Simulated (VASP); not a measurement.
# WS2 (R3m) in VASP: further runs

Runs on WS2. Level: LDA. Tasks: single point.

Program: VASP 6.6.1. These are calculated values, not measurements. Logs are shortened: lines on timing, memory, paths and dates and some standing lists are left out, and cuts for length are marked.

### Step 1. The cell of the first run

It takes space group R3m (No. 160, trigonal). Conventional cell: a = 3.104 Å, b = 3.104 Å, c = 18.177 Å, α = 90.00°, β = 90.00°, γ = 120.00°. Within 3.2 Å of W (site symmetry 3m) lie 6 S at 2.35 to 2.37 Å and 6 W at 3.10 Å. Within 3.2 Å of S (site symmetry 3m) lie 3 W at 2.35 Å and 7 S at 3.08 to 3.10 Å. Within 3.2 Å of S (site symmetry 3m) lie 3 W at 2.37 Å and 7 S at 3.08 to 3.10 Å.

### Step 2. Single point, LDA

File INCAR:

```
PREC = Accurate
ENCUT = 520
EDIFF = 1E-6
ISMEAR = -1
SIGMA = 0.1
LREAL = False
LASPH = True
NELM = 80
ALGO = Normal
ISIF = 2
LWAVE = False
LCHARG = True
GGA = CA
LELF = True
LVHAR = True
NBANDS = 20
```

File KPOINTS:

```
regular mesh
0
Gamma
  11 11 11
```

File POSCAR:

```
WS2
1.0
    1.5522321170      0.8961815568      6.0588495441
   -1.5522321170      0.8961815568      6.0588495441
    0.0000000000     -1.7923631136      6.0588495441
W S
1 2
Direct
    0.0000000000      0.0000000000      0.0000000000
    0.2497000000      0.2497000000      0.2497000000
    0.4190000000      0.4190000000      0.4190000000
```

Potentials or basis: VASP PAW LDA potentials, release 64 (W_sv, S).

Command:

```bash
cat potpaw_LDA.64/W_sv/POTCAR potpaw_LDA.64/S/POTCAR > POTCAR
mpirun -np 1 vasp_std > vasp.out
```

OUTCAR:

```text
PREC = Accurate
   ENCUT = 520
   EDIFF = 1E-6
   ISMEAR = -1
   LREAL = False
   LASPH = True
   NELM = 80
   ISIF = 2
   GGA = CA

 ion  position               nearest neighbor table
   1  0.000  0.000  0.000-   2 2.35   2 2.35   2 2.35   3 2.37   3 2.37   3 2.37
   2  0.250  0.250  0.250-   1 2.35   1 2.35   1 2.35
   3  0.419  0.419  0.419-   1 2.37   1 2.37   1 2.37

  LATTYP: Found a trigonal (rhomboedric) cell.
 ALAT       =     6.3184035742
 COS(alpha) =     0.8792940713

  Lattice vectors:

 A1 = (   1.5522321170,   0.8961815568,   6.0588495441)
 A2 = (  -1.5522321170,   0.8961815568,   6.0588495441)
 A3 = (   0.0000000000,  -1.7923631136,   6.0588495441)

Analysis of symmetry for initial positions (statically):
=====================================================================
 Subroutine PRICEL returns:
 Original cell was already a primitive cell.

 Routine SETGRP: Setting up the symmetry group for a
 trigonal (rhombohedral) supercell.

 Subroutine GETGRP returns: Found  6 space group operations
 (whereof  6 operations were pure point group operations)
 out of a pool of 12 trial point group operations.

The static configuration has the point symmetry C_3v.

Analysis of symmetry for dynamics (positions and initial velocities):
=====================================================================
 Subroutine PRICEL returns:
 Original cell was already a primitive cell.

 Routine SETGRP: Setting up the symmetry group for a
 trigonal (rhombohedral) supercell.

 Subroutine GETGRP returns: Found  6 space group operations
 (whereof  6 operations were pure point group operations)
 out of a pool of 12 trial point group operations.

The dynamic configuration has the point symmetry C_3v.

 Subroutine INISYM returns: Found  6 space group operations
 (whereof  6 operations are pure point group operations),
 and found     1 'primitive' translations

----------------------------------------------------------------------------------------

                                     Primitive cell

  volume of cell :      50.5701

  direct lattice vectors                    reciprocal lattice vectors
     1.552232117  0.896181557  6.058849544     0.322116773  0.185974221  0.055015945
    -1.552232117  0.896181557  6.058849544    -0.322116773  0.185974221  0.055015945
     0.000000000 -1.792363114  6.058849544     0.000000000 -0.371948441  0.055015945

  length of vectors
     6.318403574  6.318403574  6.318403543     0.375995186  0.375995186  0.375995209

  position of ions in fractional coordinates (direct lattice)
     0.000000000  0.000000000  0.000000000
     0.249700000  0.249700000  0.249700000
     0.419000000  0.419000000  0.419000000

  ion indices of the primitive-cell ions
   primitive index   ion index
                 1           1
                 2           2
                 3           3

----------------------------------------------------------------------------------------

 KPOINTS: regular mesh

Automatic generation of k-mesh.
 Grid dimensions read from file:
 generate k-points for:   11   11   11

 Generating k-lattice:

  Cartesian coordinates                     Fractional coordinates (reciprocal lattice)
     0.029283343  0.016906747  0.005001450     0.090909091  0.000000000 -0.000000000
    -0.029283343  0.016906747  0.005001450     0.000000000  0.090909091 -0.000000000
     0.000000000 -0.033813495  0.005001450    -0.000000000 -0.000000000  0.090909091

  Length of vectors
     0.034181381  0.034181381  0.034181383

  Shift w.r.t. Gamma in fractional coordinates (k-lattice)
     0.000000000  0.000000000  0.000000000

 Subroutine IBZKPT returns following result:
 ===========================================

 Found    146 irreducible k-points:

 Following reciprocal coordinates:
            Coordinates               Weight
  0.000000  0.000000  0.000000      1.000000
  0.090909 -0.000000  0.000000      6.000000
  0.181818 -0.000000 -0.000000      6.000000
  0.272727 -0.000000 -0.000000      6.000000
  0.363636 -0.000000 -0.000000      6.000000
  0.454545 -0.000000  0.000000      6.000000
[... 16 lines left out ...]
 -0.272727  0.181818  0.000000     12.000000
 -0.181818  0.181818  0.000000      6.000000
 [... further k-points ...]
   k-points           NKPTS =    146   k-points in BZ     NKDIM =    146   number of bands    NBANDS=     20
   number of dos      NEDOS =    301   number of ions     NIONS =      3
   total plane-waves  NPLWV = 110592
   dimension x,y,z NGX =    48 NGY =   48 NGZ =   48
   dimension x,y,z NGXF=    96 NGYF=   96 NGZF=   96
   ions per type =               1   2
   NGX,Y,Z   is equivalent  to a cutoff of  12.63, 12.63, 12.63 a.u.
   NGXF,Y,Z  is equivalent  to a cutoff of  25.26, 25.26, 25.26 a.u.
 SYSTEM =  unknown system
   PREC   = accura    normal or accurate (medium, high low for compatibility)
   ISTART =      0    job   : 0-new  1-cont  2-samecut
   ICHARG =      2    charge: 1-file 2-atom 10-const
   ISPIN  =      1    spin polarized calculation?
   LNONCOLLINEAR =      F non collinear calculations
   LSORBIT =      F    spin-orbit coupling
   LASPH  =      T    aspherical Exc in radial PAW
   ENCUT  =  520.0 eV  38.22 Ry    6.18 a.u.  11.75 11.75 11.75*2*pi/ulx,y,z
   NELM   =     80;   NELMIN=  2; NELMDL= -5     # of ELM steps
   EDIFF  = 0.1E-05   stopping-criterion for ELM
   LREAL  =      F    real-space projection
   EDIFFG = 0.1E-04   stopping-criterion for IOM
   NSW    =      0    number of steps for IOM
   IBRION =     -1    ionic relax: 0-MD 1-quasi-New 2-CG
   NFREE  =      0    steps in history (QN), initial steepest desc. (CG)
   ISIF   =      2    stress and relaxation
   ISYM   =      2    0-nonsym 1-usesym 2-fastsym
   POTIM  = 0.5000    time-step for ionic-motion
   TEBEG  =    0.0;   TEEND  =   0.0 temperature during run
   PSTRESS=    0.0 pullay stress
   NELECT =      26.0000    total number of electrons
   NUPDOWN=      -1.0000    fix difference up-down
   EMIN   =  10.00;   EMAX   =-10.00  energy-range for DOS
   EFERMI =   0.00;   METHOD = LEGACY
   ISMEAR =    -1;   SIGMA  =   0.10  broadening in eV -4-tet -1-fermi 0-gaus
   EFERMI_NEDOS =   21; number of points for ismear=-14 and -15
   IALGO  =     38    algorithm
   IMIX   =      4    mixing-type and parameters
     AMIX     =   0.40;   BMIX     =  1.00
     AMIX_MAG =   1.60;   BMIX_MAG =  1.00
  volume/ion in A,a.u.               =      16.86       113.75
  Fermi-wavevector in a.u.,A,eV,Ry     =   1.311499  2.478373 23.402419  1.720029
  Thomas-Fermi vector in A             =   2.441956
   LORBIT       =      0    0 simple, 1 ext, 2 COOP (PROOUT), +10 PAW based schemes
   GGA     = CA    functional components
   LHFCALC =     F    Hartree Fock is set to
   AEXX    =    0.0000 exact exchange contribution
   IVDW    =     0    specifies the selected vdW correction
   LEPSILON=     F    determine dielectric tensor
   LRPA    =     F    only Hartree local field effects (RPA)
 non-spin polarized calculation
  energy-cutoff  :      520.00
  volume of cell :       50.57
 maximum number of plane-waves:      1376
   NGX = 23   NGY = 23   NGZ = 23

 number of electron      25.9999998 magnetization

 Free energy of the ion-electron system (eV)
  ---------------------------------------------------
  ext. energy  EPLUGINS =         0.00000000
  ---------------------------------------------------
  free energy    TOTEN  =       -26.22040954 eV

  energy without entropy =      -26.22020448  energy(sigma->0) =      -26.22030701

 E-fermi :   8.4348     XC(G=0): -11.4833

 val. band max:        8.0622619390   @ k =   0.4545   0.4545   0.4545
 cond. band min:       8.9596485717   @ k =  -0.1818   0.1818   0.0000
 fundamental gap:      0.8973866327
 Fermi energy:         8.4347545797

 k-point     1 :       0.0000    0.0000    0.0000
  band No.  band energies     occupation
      1     -66.0987      2.00000
      2     -30.7010      2.00000
      3     -30.4547      2.00000
      4     -30.4547      2.00000
      5      -7.9570      2.00000
      6      -5.7330      2.00000
[... 12 lines left out ...]
     19      15.9779      0.00000
     20      16.5773      0.00000

 k-point     2 :       0.0909   -0.0000    0.0000
  band No.  band energies     occupation
      1     -66.0967      2.00000
      2     -30.6942      2.00000
      3     -30.4918      2.00000
      4     -30.4632      2.00000
      5      -7.8016      2.00000
      6      -5.6944      2.00000
[... 12 lines left out ...]
     19      16.4749      0.00000
     20      16.6899      0.00000

 k-point     3 :       0.1818   -0.0000   -0.0000
  band No.  band energies     occupation
      1     -66.0913      2.00000
      2     -30.6758      2.00000
      3     -30.5903      2.00000
      4     -30.4859      2.00000
      5      -7.3621      2.00000
      6      -5.5847      2.00000
[... 12 lines left out ...]
     19      16.4741      0.00000
     20      17.1441      0.00000

 k-point     4 :       0.2727   -0.0000   -0.0000
  band No.  band energies     occupation
      1     -66.0842      2.00000
      2     -30.7169      2.00000
      3     -30.6516      2.00000
      4     -30.5155      2.00000
      5      -6.7201      2.00000
      6      -5.4257      2.00000
[... 12 lines left out ...]
     19      16.0703      0.00000
     20      16.7341      0.00000

 k-point     5 :       0.3636   -0.0000   -0.0000
  band No.  band energies     occupation
      1     -66.0777      2.00000
      2     -30.8309      2.00000
      3     -30.6293      2.00000
      4     -30.5425      2.00000
      5      -6.0262      2.00000
      6      -5.2607      2.00000
[... 12 lines left out ...]
     19      15.1066      0.00000
     20      15.7536      0.00000
[... 353 lines left out ...]
      6      -5.0720      2.00000
[... 12 lines left out ...]
     19      16.3836      0.00000
     20      16.6304      0.00000

 k-point    22 :      -0.3636    0.1818   -0.0000
  band No.  band energies     occupation
      1     -66.0721      2.00000
      2     -30.8581      2.00000
      3     -30.6394      2.00000
      4     -30.6099      2.00000
      5      -5.3224      2.00000
      6      -5.0567      2.00000
[... 12 lines left out ...]
     19      16.1943      0.00000
     20      16.7825      0.00000

 k-point    23 :      -0.2727    0.1818    0.0000
  band No.  band energies     occupation
      1     -66.0753      2.00000
      2     -30.8185      2.00000
      3     -30.6211      2.00000
      4     -30.6086      2.00000
      5      -5.7651      2.00000
      6      -5.1527      2.00000
[... 12 lines left out ...]
     19      15.8652      0.00000
     20      16.6737      0.00000

 k-point    24 :      -0.1818    0.1818    0.0000
  band No.  band energies     occupation
      1     -66.0808      2.00000
      2     -30.7482      2.00000
      3     -30.6399      2.00000
      4     -30.5597      2.00000
      5      -6.3911      2.00000
      6      -5.3094      2.00000
[... 12 lines left out ...]
     19      16.2975      0.00000
     20      16.6647      0.00000

 [... further k-points ...]
[... 5 lines left out ...]
  --------------------------------------------------------------------------------------
  -------------------------------------------------------------------------------------
  Total        1.7831419      1.7831416      2.2049267      0.0000000      0.0000000      0.0000000
  in kB       56.4940107     56.4940014     69.8571174      0.0000000      0.0000000      0.0000000
  external PRESSURE =      60.9483765 kB  Pullay stress =       0.0000000 kB

 VOLUME and BASIS-vectors are now :
 -----------------------------------------------------------------------------
  energy-cutoff  :      520.00
  volume of cell :       50.57
      direct lattice vectors                 reciprocal lattice vectors
     1.552232117  0.896181557  6.058849544     0.322116773  0.185974221  0.055015945
    -1.552232117  0.896181557  6.058849544    -0.322116773  0.185974221  0.055015945
     0.000000000 -1.792363114  6.058849544     0.000000000 -0.371948441  0.055015945

 POSITION                                       TOTAL-FORCE (eV/Angst)
 -----------------------------------------------------------------------------------
      0.00000      0.00000      0.00000         0.000000      0.000000      0.661615
      0.00000      0.00000      4.53868         0.000000     -0.000000     -1.067963
      0.00000      0.00000      7.61597         0.000000      0.000000      0.406348
 -----------------------------------------------------------------------------------
    total drift:                               -0.000000     -0.000003     -0.000039

  FREE ENERGIE OF THE ION-ELECTRON SYSTEM (eV)
  ---------------------------------------------------
  free  energy   TOTEN  =       -26.2204095387 eV

  energy  without entropy=      -26.2202044839  energy(sigma->0) =      -26.22030701
```

Run time: 5.6 min. Hardware: 1 thread of AMD EPYC 9R45 (Zen 5), shared host; peak memory 0.31 GiB.

Results:

```yaml
Free_energy: -26.2204 eV
Pressure: 6.1 GPa
Largest_force: 1.068 eV/Å
Band_gap_on_the_k_mesh: 0.90 eV (least direct gap 2.26 eV)
```

Forces in eV/Å, atoms in the order of the input:
```
W    0.000  0.000  0.662
S    0.000  0.000 -1.068
S    0.000  0.000  0.406
```

Levels at points of the mesh, in eV from the valence-band top:
| k point | band 9 | band 10 | band 11 | band 12 | band 13 | band 14 | band 15 | band 16 | band 17 | band 18 |
| --- | --- | --- | --- | --- | --- | --- | --- | --- | --- | --- |
| (0.00, 0.00, 0.00) | -3.79 | -2.44 | -2.44 | -1.63 | -1.39 | 2.24 | 2.24 | 2.69 | 2.69 | 4.88 |

Caveat: the cell stands under pressure; spin-orbit coupling is left out, which moves the levels of the heavy elements; forces of over 1 eV/Å act on the atoms, so gaps and moduli don't describe the material at rest. A k mesh can miss the band edges.

### Step 3. Single point, LDA

This run uses another cell than the first one, of 17.39 Å³/atom.

INCAR is that of step 2.

KPOINTS is that of step 2.

File POSCAR:

```
WS2
1.0
    1.5684023653      0.9055174532      6.1219671026
   -1.5684023653      0.9055174532      6.1219671026
    0.0000000000     -1.8110349065      6.1219671026
W S
1 2
Direct
    0.0000000000      0.0000000000      0.0000000000
    0.2497000000      0.2497000000      0.2497000000
    0.4190000000      0.4190000000      0.4190000000
```

Potentials or basis: VASP PAW LDA potentials, release 64 (W_sv, S).

Command:

```bash
cat potpaw_LDA.64/W_sv/POTCAR potpaw_LDA.64/S/POTCAR > POTCAR
mpirun -np 1 vasp_std > vasp.out
```

OUTCAR:

```text
PREC = Accurate
   ENCUT = 520
   EDIFF = 1E-6
   ISMEAR = -1
   LREAL = False
   LASPH = True
   NELM = 80
   ISIF = 2
   GGA = CA

 ion  position               nearest neighbor table
   1  0.000  0.000  0.000-   2 2.37   2 2.37   2 2.37   3 2.40   3 2.40   3 2.40
   2  0.250  0.250  0.250-   1 2.37   1 2.37   1 2.37
   3  0.419  0.419  0.419-   1 2.40   1 2.40   1 2.40

  LATTYP: Found a trigonal (rhomboedric) cell.
 ALAT       =     6.3842250151
 COS(alpha) =     0.8792940713

  Lattice vectors:

 A1 = (   1.5684023653,   0.9055174532,   6.1219671026)
 A2 = (  -1.5684023653,   0.9055174532,   6.1219671026)
 A3 = (   0.0000000000,  -1.8110349065,   6.1219671026)

Analysis of symmetry for initial positions (statically):
=====================================================================
 Subroutine PRICEL returns:
 Original cell was already a primitive cell.

 Routine SETGRP: Setting up the symmetry group for a
 trigonal (rhombohedral) supercell.

 Subroutine GETGRP returns: Found  6 space group operations
[... 162 lines left out ...]
  free energy    TOTEN  =       -26.25154651 eV

  energy without entropy =      -26.25135047  energy(sigma->0) =      -26.25144849

 E-fermi :   8.0072     XC(G=0): -11.3340

 val. band max:        7.6196929305   @ k =   0.4545   0.4545   0.4545
 cond. band min:       8.5522270151   @ k =  -0.1818   0.1818   0.0000
 fundamental gap:      0.9325340846
 Fermi energy:         8.0072265630

 k-point     1 :       0.0000    0.0000    0.0000
  band No.  band energies     occupation
      1     -66.5547      2.00000
      2     -31.1131      2.00000
      3     -30.9028      2.00000
      4     -30.9028      2.00000
      5      -8.1263      2.00000
      6      -6.0302      2.00000
[... 541 lines left out ...]
     19      15.7039      0.00000
     20      16.1771      0.00000

 [... further k-points ...]

------------------------ aborting loop because EDIFF is reached ----------------------------------------

  FORCE on cell =-STRESS in cart. coord.  units (eV):
  Direction    XX          YY          ZZ          XY          YZ          ZX
  --------------------------------------------------------------------------------------
  -------------------------------------------------------------------------------------
  Total       -0.0319920     -0.0319920      0.2336998      0.0000000     -0.0000000     -0.0000000
  in kB       -0.9825522     -0.9825521      7.1774872      0.0000000     -0.0000000     -0.0000000
  external PRESSURE =       1.7374610 kB  Pullay stress =       0.0000000 kB

 VOLUME and BASIS-vectors are now :
 -----------------------------------------------------------------------------
  energy-cutoff  :      520.00
  volume of cell :       52.17
      direct lattice vectors                 reciprocal lattice vectors
     1.568402365  0.905517453  6.121967103     0.318795745  0.184056824  0.054448730
    -1.568402365  0.905517453  6.121967103    -0.318795745  0.184056824  0.054448730
     0.000000000 -1.811034906  6.121967103     0.000000000 -0.368113648  0.054448730

 POSITION                                       TOTAL-FORCE (eV/Angst)
 -----------------------------------------------------------------------------------
      0.00000      0.00000      0.00000         0.000000     -0.000000      0.615734
      0.00000     -0.00000      4.58597         0.000000      0.000000     -0.444233
      0.00000     -0.00000      7.69531         0.000000      0.000000     -0.171501
 -----------------------------------------------------------------------------------
    total drift:                               -0.000000     -0.000002      0.000017

  FREE ENERGIE OF THE ION-ELECTRON SYSTEM (eV)
  ---------------------------------------------------
  free  energy   TOTEN  =       -26.2515465123 eV

  energy  without entropy=      -26.2513504727  energy(sigma->0) =      -26.25144849
```

stdout:

```text
POSCAR found type information on POSCAR W S
 POSCAR found :  2 types and       3 ions
 scaLAPACK will be used
 LDA part: xc-table for (Slater(with rela. corr.)+CA(PZ))
 , standard interpolation
 POSCAR, INCAR and KPOINTS ok, starting setup
 FFT: planning ... GRIDC
 FFT: planning ... GRID_SOFT
 FFT: planning ... GRID
 WAVECAR not read
 entering main loop
```

Wall time 5.5 min (1 thread of AMD EPYC 9R45 (Zen 5), shared host); peak memory 0.32 GiB.

Results:

```yaml
Free_energy: -26.2515 eV
Pressure: 0.2 GPa
Largest_force: 0.616 eV/Å
Band_gap_on_the_k_mesh: 0.93 eV (least direct gap 2.18 eV)
```

Forces on the atoms (eV/Å):
```
W    0.000  0.000  0.616
S    0.000  0.000 -0.444
S    0.000  0.000 -0.172
```

Caveat: spin-orbit coupling is left out, which moves the levels of the heavy elements.
